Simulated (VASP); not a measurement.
# NiO (Fm-3m) in VASP: further runs, part 2 of 2

VASP 6.6.1. Earlier steps stand in the parts before.

## 5. Single point, PBE, collinear spin, ferromagnetic start

This run uses another cell than the first one, of 9.37 Å³/atom.

INCAR reads:

```
  PREC = Accurate
  ENCUT = 520
  EDIFF = 1E-6
  ISMEAR = 0
  SIGMA = 0.1
  LREAL = False
  LASPH = True
  NELM = 150
  ALGO = Normal
  ISIF = 2
  LWAVE = False
  LCHARG = False
  ISPIN = 2
  MAGMOM = 1.61 0.33
  LORBIT = 11
  LMAXMIX = 4
  GGA = PE
  NBANDS = 19
```

KPOINTS reads:

```
Automatic mesh
0
Gamma
  18 18 18
```

POSCAR reads:

```
NiO
1.0
    0.0000000000      2.1081760633      2.1081760633
    2.1081760633      0.0000000000      2.1081760633
    2.1081760633      2.1081760633      0.0000000000
Ni O
1 1
Direct
    0.0000000000      0.0000000000      0.0000000000
    0.5000000000      0.5000000000      0.5000000000
```

Potentials or basis: VASP PAW PBE potentials, release 64 (Ni, O).

On the command line:

```sh
cat potpaw_PBE.64/Ni/POTCAR potpaw_PBE.64/O/POTCAR > POTCAR
mpirun -np 1 vasp_std > vasp.out
```

OUTCAR:

```text
PREC = Accurate
   ENCUT = 520
   EDIFF = 1E-6
   ISMEAR = 0
   LREAL = False
   LASPH = True
   NELM = 150
   ISIF = 2
   ISPIN = 2
   LORBIT = 11
   GGA = PE

 ion  position               nearest neighbor table
   1  0.000  0.000  0.000-   2 2.11   2 2.11   2 2.11   2 2.11   2 2.11   2 2.11
   2  0.500  0.500  0.500-   1 2.11   1 2.11   1 2.11   1 2.11   1 2.11   1 2.11

  LATTYP: Found a face centered cubic cell.
 ALAT       =     4.2163521266

  Lattice vectors:

 A1 = (   0.0000000000,   2.1081760633,   2.1081760633)
 A2 = (   2.1081760633,   0.0000000000,   2.1081760633)
 A3 = (   2.1081760633,   2.1081760633,   0.0000000000)

Analysis of symmetry for initial positions (statically):
=====================================================================
 Subroutine PRICEL returns:
 Original cell was already a primitive cell.

 Routine SETGRP: Setting up the symmetry group for a
 face centered cubic supercell.

 Subroutine GETGRP returns: Found 48 space group operations
 (whereof 48 operations were pure point group operations)
[... 727 lines left out ...]
      6       5.7069      1.00000
[... 517 lines left out ...]
     18      37.7451      0.00000
     19      38.8665      0.00000

 [... further k-points ...]

------------------------ aborting loop because EDIFF is reached ----------------------------------------

  FORCE on cell =-STRESS in cart. coord.  units (eV):
  Direction    XX          YY          ZZ          XY          YZ          ZX
  --------------------------------------------------------------------------------------
  -------------------------------------------------------------------------------------
  Total       -0.0668704     -0.0668704     -0.0668704      0.0000000      0.0000000     -0.0000000
  in kB       -5.7173423     -5.7173423     -5.7173423      0.0000000      0.0000000     -0.0000000
  external PRESSURE =      -5.7173423 kB  Pullay stress =       0.0000000 kB

 VOLUME and BASIS-vectors are now :
 -----------------------------------------------------------------------------
  energy-cutoff  :      520.00
  volume of cell :       18.74
      direct lattice vectors                 reciprocal lattice vectors
     0.000000000  2.108176063  2.108176063    -0.237171842  0.237171842  0.237171842
     2.108176063  0.000000000  2.108176063     0.237171842 -0.237171842  0.237171842
     2.108176063  2.108176063  0.000000000     0.237171842  0.237171842 -0.237171842

 POSITION                                       TOTAL-FORCE (eV/Angst)
 -----------------------------------------------------------------------------------
      0.00000      0.00000      0.00000        -0.000000     -0.000000     -0.000000
      2.10818      2.10818      2.10818         0.000000      0.000000      0.000000
 -----------------------------------------------------------------------------------
    total drift:                                0.000000     -0.000000     -0.000000

  FREE ENERGIE OF THE ION-ELECTRON SYSTEM (eV)
  ---------------------------------------------------
  free  energy   TOTEN  =       -11.4819031135 eV

  energy  without entropy=      -11.4759268717  energy(sigma->0) =      -11.47891499

 total charge

# of ion       s       p       d       tot
------------------------------------------
    1        0.323   0.383   8.227   8.934
    2        1.557   3.409   0.000   4.966
--------------------------------------------------
tot          1.880   3.793   8.227  13.900

 magnetization (x)

# of ion       s       p       d       tot
------------------------------------------
    1        0.011   0.015   1.428   1.454
    2        0.027   0.243   0.000   0.270
--------------------------------------------------
tot          0.038   0.258   1.428   1.724
```

Wall time 49 s (1 thread of Intel Xeon 6975P-C (Granite Rapids), shared host); peak memory 0.23 GiB.

What came out:

```yaml
Free_energy: -11.4819 eV
Pressure: -0.6 GPa
Net_moment: 1.77 μB per cell
Site_moments: Ni +1.45; O +0.27 μB
Valence_electrons_inside_the_program's_atomic_spheres: Ni 8.93; O 4.97
```

Caveat: a cell with one magnetic atom can't hold antiferromagnetic order, which such compounds often take; semilocal functionals often make such compounds metallic where correlation or magnetic order opens a gap, which also shifts bond lengths.

## 6. Single point, PBE, collinear spin, ferromagnetic start (9.65 Å³/atom)

This run uses another cell than the first one, of 9.65 Å³/atom.

INCAR reads:

```
SYSTEM = NiO
PREC = Accurate ; ENCUT = 520
EDIFF = 1E-7 ; ISMEAR = 0
SIGMA = 0.1 ; LREAL = .FALSE.
LASPH = .TRUE. ; NELM = 150
ALGO = Normal ; ISIF = 2
LWAVE = .FALSE. ; LCHARG = .FALSE.
ISPIN = 2 ; MAGMOM = 1.6 0.32
LORBIT = 11 ; LMAXMIX = 4
GGA = PE ; NBANDS = 19
```

KPOINTS reads:

```
Automatic mesh
0
G
  18 18 18
  0 0 0
```

POSCAR reads:

```
NiO
1.0
    0.0000000000      2.1290504512      2.1290504512
    2.1290504512      0.0000000000      2.1290504512
    2.1290504512      2.1290504512      0.0000000000
Ni O
1 1
Direct
    0.0000000000      0.0000000000      0.0000000000
    0.5000000000      0.5000000000      0.5000000000
```

Potentials or basis: VASP PAW PBE potentials, release 64 (Ni, O).

On the command line:

```sh
cat potpaw_PBE.64/Ni/POTCAR potpaw_PBE.64/O/POTCAR > POTCAR
mpirun -np 1 vasp_std > vasp.out
```

Run time: 57 s. Hardware: 1 thread of Intel Xeon 6975P-C (Granite Rapids), shared host; peak memory 0.22 GiB.

Results (log left out):

| Item | Value |
| --- | --- |
| Free energy | -11.4728 eV |
| Pressure | -5.0 GPa |
| Net moment | 1.84 μB per cell |
| Site moments | Ni +1.50; O +0.29 μB |
| Valence electrons inside the program's atomic spheres | Ni 8.88; O 4.95 |

Levels at points of the mesh, in eV from the Fermi level:
Spin up:
```tsv
k point	band 6	band 7	band 8	band 9	band 10	band 11	band 12	band 13
(0.00, 0.00, 0.00)	-2.71	-2.54	-2.54	-2.54	1.27	17.71	18.52	18.52
(0.50, 0.00, 0.00)	-1.94	-1.42	0.17	0.17	5.52	9.46	13.67	13.67
(0.50, 0.50, 0.00)	-2.80	-2.35	-1.65	-1.65	5.80	10.24	12.02	15.97
```
Spin down:
| k point | band 4 | band 5 | band 6 | band 7 | band 8 | band 9 | band 10 | band 11 |
| --- | --- | --- | --- | --- | --- | --- | --- | --- |
| (0.00, 0.00, 0.00) | -2.17 | -1.69 | -1.69 | -1.69 | -0.44 | -0.44 | 1.63 | 17.64 |
| (0.50, 0.00, 0.00) | -4.34 | -0.89 | -0.89 | -0.54 | 2.16 | 2.17 | 5.69 | 10.00 |
| (0.50, 0.50, 0.00) | -3.45 | -2.56 | -0.72 | -0.72 | -0.06 | 0.38 | 6.27 | 10.61 |

Caveat: the cell stands under tension; a cell with one magnetic atom can't hold antiferromagnetic order, which such compounds often take; semilocal functionals often make such compounds metallic where correlation or magnetic order opens a gap, which also shifts bond lengths.

## 7. The runs side by side

```csv
cell,gap on the mesh (eV),pressure (GPa),moment (μB)
"a = 2.889 Å, angles 60.0°, 2 atoms",none,18.7,1.49
"a = 2.921 Å, angles 60.0°, 2 atoms",none,11.2,1.59
"a = 2.951 Å, angles 60.0°, 2 atoms",none,4.8,1.69
"a = 2.981 Å, angles 60.0°, 2 atoms",none,-0.6,1.77
"a = 3.011 Å, angles 60.0°, 2 atoms",none,-5.0,1.84
```

Alike in all rows: task single point; level PBE; potentials or basis VASP PAW PBE potentials, release 64 (Ni, O); spin collinear, ferromagnetic start; k mesh 18 × 18 × 18; cutoff (eV) 520; smearing gaussian 0.1 eV.

Caveats: a cell with one magnetic atom can't hold antiferromagnetic order, which such compounds often take; semilocal functionals often make such compounds metallic where correlation or magnetic order opens a gap, which also shifts bond lengths; the cell stands under pressure (at least some runs); the cell stands under tension (at least some runs).

Absolute energies hang on the potentials; compare differences alone.

## 8. How close it comes

Step 5. A measured gap of NiO is 4.3 eV (quoted in “Local correlations, non-local screening, multiplets, and band formation in NiO”, 2012, arxiv:1210.6675); the calculated 0.00 eV misses it by -4.30 eV. So large a miss can be the level of theory's own, or it may mean another phase, state or a wrong row. The value is that of PBE on a finite k mesh, which can miss the band edges, without temperature or zero-point motion. Semilocal functionals fall short of measured gaps as a rule. The run's magnetic order (collinear spin, ferromagnetic start) needn't be the measured crystal's.
